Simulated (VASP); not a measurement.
BaTe: single point with PBEsol

BaTe:

```
Ba Te
1.0
     4.26247    0.00000    0.00000
     0.00000    4.33706    0.00000
     0.00000    0.00000    4.26247
Ba Te
1 1
Direct
  0.00000 0.00000 0.00000
  0.50000 0.50000 0.50000
```

This cell differs from its parent crystal: strain +0.0175 x Voigt [0, 1, 0, 0, 0, 0].

* Program: VASP 6.6.1
* Task: single point
* Functional: PBEsol
* Potentials or basis: VASP PAW PBE potentials, release 64 (Ba_sv, Te)
* Cutoff: 520 eV
* k mesh: 6 × 6 × 6
* Occupations: gaussian, width 0.05 eV
* Spin: no spin polarisation
* Dipole correction: no
* Further INCAR settings: ALGO = Normal; EDIFF = 1e-07; NBANDS = 15

- Pressure: -2.2 GPa
- Band gap on the k mesh: 0.69 eV (least direct gap 0.83 eV)

Stress tensor (GPa, compression positive):
```
-1.81  0.00  0.00
 0.00 -3.01  0.00
 0.00  0.00 -1.81
```

Levels at points of the mesh, in eV from the valence-band top:
```tsv
k point	band 6	band 7	band 8	band 9	band 10	band 11
(0.00, 0.00, 0.00)	-0.52	-0.37	-0.37	0.69	0.71	2.08
(0.50, 0.00, 0.00)	-3.41	-1.01	-0.83	1.50	4.63	4.81
(0.00, 0.50, 0.00)	-3.42	-0.86	-0.86	1.44	4.65	4.70
(0.50, 0.50, 0.00)	-2.10	-2.05	0.00	0.83	2.44	2.84
(0.50, 0.00, 0.50)	-2.07	-2.07	-0.13	0.91	2.27	2.74
(0.50, 0.50, 0.50)	-2.90	-2.90	-2.89	4.50	4.57	4.57
```

Wall time 67 s on 1 thread of Intel Xeon 8259CL, with other jobs on the host, peak memory 0.21 GiB.

Caveat: the cell differs from its parent crystal (strain +0.0175 x Voigt [0, 1, 0, 0, 0, 0]); the PAW data sets were made with another functional, which shifts forces and pressure a little; spin-orbit coupling is left out, which moves the levels of the heavy elements. A k mesh can miss the band edges.
